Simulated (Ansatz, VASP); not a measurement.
# Two plane-wave programs on ZnSe

```
CELL_PARAMETERS angstrom
4.20586 0.00000 0.00000
0.00000 4.20586 0.00000
0.00000 0.00000 5.77547
ATOMIC_POSITIONS crystal
Zn 0.00000 0.00000 0.00000
Zn 0.50000 0.50000 0.00000
Se 0.00000 0.50000 0.32243
Se 0.50000 0.00000 0.67757
```

Alike in both runs: task single point; functional PBEsol; k mesh 8 × 8 × 6; occupations gaussian, width 0.05 eV; no spin polarisation.

|  | VASP | Ansatz |
| --- | --- | --- |
| version | VASP 6.6.1 | Ansatz 0.2.0 |
| potentials or method | VASP PAW PBE potentials, release 64 (Zn, Se), cutoff 520 eV | scalar-relativistic, plane waves, PAW |
| valence electrons in the cell | 36 | 56 |

Ansatz gave:

* gap on the k mesh at the Fermi level (eV): 0.41
* least direct gap on the mesh (eV): 0.41
* pressure (GPa): -11.1
* traceless stress, the component that is largest in VASP (GPa): -5.02
* rms of the force components (eV/Å): 1.112

Task: What did VASP give for the same quantities?

Result: gap on the k mesh at the Fermi level (eV): 0.41; least direct gap on the mesh (eV): 0.41; pressure (GPa): -11.0; traceless stress, the component that is largest in VASP (GPa): -5.00; rms of the force components (eV/Å): 1.106.

VASP's potentials were made for PBE, not for PBEsol, and Ansatz warns of the same on its side. Atom by atom the forces differ by 0.006 eV/Å (rms over components). The functional is the same, so the differences come from potentials, cutoffs and numerics. VASP's potentials hold 36 valence electrons a cell and Ansatz's 56, so a difference there can come from the potentials and not from the codes.
